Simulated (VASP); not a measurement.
# Mg2O (P6/mmm) in VASP: a series of runs, part 2 of 2

VASP 6.6.1.

### 5 Single point, PBE, collinear spin, ferromagnetic start

The input, INCAR:

```
SYSTEM = Mg2O
PREC = Accurate
ENCUT = 520
EDIFF = 1E-6
ISMEAR = 0
SIGMA = 0.1
LREAL = .FALSE.
LASPH = .TRUE.
NELM = 150
ALGO = Normal
ISIF = 2
LWAVE = .FALSE.
LCHARG = .FALSE.
ISPIN = 2
MAGMOM = 0 0 1
LORBIT = 11
GGA = PE
NBANDS = 16
```

The input, KPOINTS:

```
Automatic mesh
0
G
  6 6 6
  0 0 0
```

The input, POSCAR:

```
Mg2O
1.0
    4.0848572951      0.0000000000      0.0000000000
   -2.0424286476      3.5375901885      0.0000000000
    0.0000000000      0.0000000000      2.8731423849
Mg O
2 1
Direct
    0.3333333333      0.6666666667      0.5000000000
    0.6666666667      0.3333333333      0.5000000000
    0.0000000000      0.0000000000      0.0000000000
```

Command:

```
$ cat potpaw_PBE.64/Mg/POTCAR potpaw_PBE.64/O/POTCAR > POTCAR
$ mpirun -np 1 vasp_std > vasp.out
```

Run time: 33 s. Hardware: 1 thread of Intel Xeon Platinum 8488C (Sapphire Rapids), shared host; peak memory 0.18 GiB.

It converged, with:

```yaml
Free_energy: -6.5901 eV
Pressure: 15.0 GPa
Band_gap_on_the_k_mesh: zero (filled and empty bands overlap)
Net_moment: 0.00 μB per cell
Valence_electrons_inside_the_program's_atomic_spheres: Mg 0.44; O 4.80
```

Stress tensor (GPa, compression positive):
```
18.83  0.00  0.00
 0.00 18.83  0.00
 0.00  0.00  7.39
```

Levels at points of the mesh, in eV from the Fermi level:
Spin up:
| k point | band 2 | band 3 | band 4 | band 5 | band 6 | band 7 | band 8 | band 9 |
| --- | --- | --- | --- | --- | --- | --- | --- | --- |
| (0.00, 0.00, 0.00) | -5.72 | -4.06 | -4.06 | -1.93 | 1.78 | 1.78 | 4.69 | 7.10 |
| (0.50, 0.00, 0.00) | -7.10 | -4.58 | -2.67 | -1.86 | 0.30 | 3.17 | 4.48 | 9.55 |
| (0.00, 0.00, 0.50) | -6.06 | -3.25 | -3.25 | -1.57 | 0.81 | 5.30 | 5.30 | 6.01 |
| (0.50, 0.00, 0.50) | -5.05 | -4.82 | -3.57 | -0.80 | 1.24 | 2.42 | 2.59 | 3.52 |
Spin down:
| k point | band 3 | band 4 | band 5 | band 6 | band 7 | band 8 |
| --- | --- | --- | --- | --- | --- | --- |
| (0.00, 0.00, 0.00) | -4.06 | -4.06 | -1.93 | 1.78 | 1.78 | 4.69 |
| (0.50, 0.00, 0.00) | -4.58 | -2.67 | -1.87 | 0.30 | 3.17 | 4.48 |
| (0.00, 0.00, 0.50) | -3.25 | -3.25 | -1.57 | 0.81 | 5.30 | 5.30 |
| (0.50, 0.00, 0.50) | -4.82 | -3.57 | -0.80 | 1.24 | 2.42 | 2.59 |

Caveat: the k points lie up to 0.36 Å⁻¹ apart.

### 6 Single point, PBE

This run uses another cell than the first one, of 17.18 Å³/atom, 1.241 times its volume.

The input, INCAR:

```
PREC     = Accurate       # precision mode
ENCUT    = 520            # plane-wave cutoff, eV
EDIFF    = 1E-6           # SCF threshold, eV
ISMEAR   = 0              # smearing method
SIGMA    = 0.1            # smearing width, eV
LREAL    = F              # projectors in reciprocal space
LASPH    = T              # aspherical terms in the spheres
NELM     = 100            # most SCF steps
ALGO     = Normal         # electronic algorithm
ISIF     = 2              # what is computed and relaxed
LWAVE    = F              # write WAVECAR
LCHARG   = T              # write CHGCAR
GGA      = PE             # functional
LELF     = T              # ELF
LVHAR    = T            
NBANDS   = 12             # bands
```

The input, KPOINTS:

```
Automatic mesh
0
Gamma
  12 12 16
```

The input, POSCAR:

```
Mg2O
1.0
    4.4336687496      0.0000000000      0.0000000000
   -2.2168343748      3.8396697691      0.0000000000
    0.0000000000      0.0000000000      3.0276472721
Mg O
2 1
Direct
    0.3333333333      0.6666666667      0.5000000000
    0.6666666667      0.3333333333      0.5000000000
    0.0000000000      0.0000000000      0.0000000000
```

Potentials or basis: VASP PAW PBE potentials, release 64 (Mg, O).

Command:

```
$ cat potpaw_PBE.64/Mg/POTCAR potpaw_PBE.64/O/POTCAR > POTCAR
$ mpirun -np 1 vasp_std > vasp.out
```

OUTCAR:

```text
PREC = Accurate
   ENCUT = 520
   EDIFF = 1E-6
   ISMEAR = 0
   LREAL = F
   LASPH = T
   NELM = 100
   ISIF = 2
   GGA = PE

 ion  position               nearest neighbor table
   1  0.333  0.667  0.500-   2 2.56   2 2.56   2 2.56
   2  0.667  0.333  0.500-   1 2.56   1 2.56   1 2.56
   3  0.000  0.000  0.000-

  LATTYP: Found a hexagonal cell.
 ALAT       =     4.4336687496
[... 555 lines left out ...]

------------------------ aborting loop because EDIFF is reached ----------------------------------------

  FORCE on cell =-STRESS in cart. coord.  units (eV):
  Direction    XX          YY          ZZ          XY          YZ          ZX
  --------------------------------------------------------------------------------------
  -------------------------------------------------------------------------------------
  Total       -0.0215391     -0.0215391     -0.0454876      0.0000000      0.0000000      0.0000000
  in kB       -0.6695377     -0.6695377     -1.4139722      0.0000000      0.0000000      0.0000000
  external PRESSURE =      -0.9176825 kB  Pullay stress =       0.0000000 kB

 VOLUME and BASIS-vectors are now :
 -----------------------------------------------------------------------------
  energy-cutoff  :      520.00
  volume of cell :       51.54
      direct lattice vectors                 reciprocal lattice vectors
     4.433668750  0.000000000  0.000000000     0.225546845  0.130219532  0.000000000
    -2.216834375  3.839669769  0.000000000     0.000000000  0.260439064  0.000000000
     0.000000000  0.000000000  3.027647272     0.000000000  0.000000000  0.330289466

 POSITION                                       TOTAL-FORCE (eV/Angst)
 -----------------------------------------------------------------------------------
     -0.00000      2.55978      1.51382         0.000000      0.000000      0.000000
      2.21683      1.27989      1.51382        -0.000000      0.000000     -0.000000
      0.00000      0.00000      0.00000         0.000000      0.000000     -0.000000
 -----------------------------------------------------------------------------------
    total drift:                                0.000000      0.000000      0.000000

  FREE ENERGIE OF THE ION-ELECTRON SYSTEM (eV)
  ---------------------------------------------------
  free  energy   TOTEN  =        -7.0248411425 eV

  energy  without entropy=       -7.0150153518  energy(sigma->0) =       -7.01992825
```

OSZICAR:

```text
N       E                     dE             d eps       ncg     rms          rms(c)
DAV:   1     0.222680670357E+02    0.22268E+02   -0.37189E+03  4104   0.668E+02
DAV:   2    -0.720531058464E+01   -0.29473E+02   -0.26589E+02  5424   0.101E+02
DAV:   3    -0.972876398084E+01   -0.25235E+01   -0.25065E+01  4996   0.302E+01
DAV:   4    -0.973924295157E+01   -0.10479E-01   -0.10478E-01  4544   0.224E+00
DAV:   5    -0.973929298839E+01   -0.50037E-04   -0.50036E-04  5000   0.162E-01    0.917E+00
DAV:   6    -0.846283289071E+01    0.12765E+01   -0.38950E+01  4448   0.278E+01    0.102E+01
DAV:   7    -0.713842351114E+01    0.13244E+01   -0.10907E+01  4884   0.131E+01    0.153E+00
DAV:   8    -0.716299996769E+01   -0.24576E-01   -0.25264E+00  4396   0.639E+00    0.214E+00
DAV:   9    -0.702655273637E+01    0.13645E+00   -0.69401E-01  4492   0.267E+00    0.295E-01
DAV:  10    -0.702484181380E+01    0.17109E-02   -0.15162E-02  4388   0.721E-01    0.557E-02
DAV:  11    -0.702484293899E+01   -0.11252E-05   -0.38024E-04  4908   0.116E-01    0.146E-02
DAV:  12    -0.702484375267E+01   -0.81368E-06   -0.49818E-05  4584   0.420E-02    0.151E-02
DAV:  13    -0.702484119270E+01    0.25600E-05   -0.14246E-05  4492   0.265E-02    0.279E-03
DAV:  14    -0.702484114250E+01    0.50209E-07   -0.98576E-07  2420   0.579E-03
   1 F= -.70248411E+01 E0= -.70199282E+01  d E =-.982579E-02
```

Wall time 61 s (1 thread of Intel Xeon Platinum 8488C (Sapphire Rapids), shared host); peak memory 0.25 GiB.

Results:

| Property | Result |
| --- | --- |
| Free energy | -7.0248 eV |
| Pressure | -0.1 GPa |
| Band gap on the k mesh | zero (band 5 reaches 3.03 eV, above the bottom of band 6 at 2.65 eV) |

### 7 Summary

```csv
task,spin,cell,k mesh,cutoff (eV),gap on the mesh (eV),pressure (GPa)
single point,off,"a = 4.085, b = 4.085, c = 2.873 Å, angles 90.0, 90.0, 120.0°, 3 atoms",6 × 6 × 6,520,none,15.0
single point,off,"a = 4.432, b = 4.432, c = 3.015 Å, angles 90.0, 90.0, 120.0°, 3 atoms",6 × 6 × 6,520,none,0.0
relaxation of cell and atoms,off,"relaxed from a = 4.085, b = 4.085, c = 2.873 Å, angles 90.0, 90.0, 120.0°, 3 atoms",6 × 6 × 6,600,none,0.0
single point,"collinear, ferromagnetic start","a = 4.085, b = 4.085, c = 2.873 Å, angles 90.0, 90.0, 120.0°, 3 atoms",6 × 6 × 6,520,none,15.0
single point,off,"a = 4.434, b = 4.434, c = 3.028 Å, angles 90.0, 90.0, 120.0°, 3 atoms",12 × 12 × 16,520,none,-0.1
```

Alike in all rows: level PBE; potentials or basis VASP PAW PBE potentials, release 64 (Mg, O); smearing gaussian 0.1 eV.

Caveats: some runs use coarse meshes; the volume moved by over 15 % at a fixed basis, so the end points are rough (some runs).

Absolute energies hang on the potentials; compare differences alone.
